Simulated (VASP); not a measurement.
TePb, 2 atoms in the cell. The structure is cubic, space group Pm-3m (No. 221). The conventional cell has a = 4.053 Å, b = 4.053 Å, c = 4.053 Å, α = 90.00°, β = 90.00°, γ = 90.00°. Within 4.6 Å of Te (site symmetry m-3m) lie 8 Pb at 3.51 Å and 6 Te at 4.05 Å. Pb (site symmetry m-3m) has 8 Te at 3.51 Å and 6 Pb at 4.05 Å within 4.6 Å.  This cell differs from its parent crystal: volume scaled by 1.10.

- Program: VASP 6.6.1
- Task: single point
- Functional: PBE
- Dispersion: D3(BJ)
- Potentials or basis: VASP PAW PBE potentials, release 64 (Te, Pb_d)
- Cutoff: 520 eV
- k mesh: 10 × 10 × 10
- Occupations: gaussian, width 0.1 eV
- Spin: no spin polarisation
- Dipole correction: no
- Further INCAR settings: ALGO = Normal; EDIFF = 1e-07; NBANDS = 17

Potentials or basis: VASP PAW PBE potentials, release 64 (Te, Pb_d).

Command:

```bash
$ cat potpaw_PBE.64/Te/POTCAR potpaw_PBE.64/Pb_d/POTCAR > POTCAR
$ mpirun -np 1 vasp_std > vasp.out
```

Hardware: 1 thread of Intel(R) Xeon(R) Platinum 8259CL CPU @ 2.50GHz (Skylake/Cascade Lake) (shared host).

**Question.** Estimate the wall time of this run.

**Answer.** Wall time 58 s on 1 thread of Intel(R) Xeon(R) Platinum 8259CL CPU @ 2.50GHz (Skylake/Cascade Lake), with other jobs on the host, peak memory 0.22 GiB. Counts: scf iterations 13, k points 56.
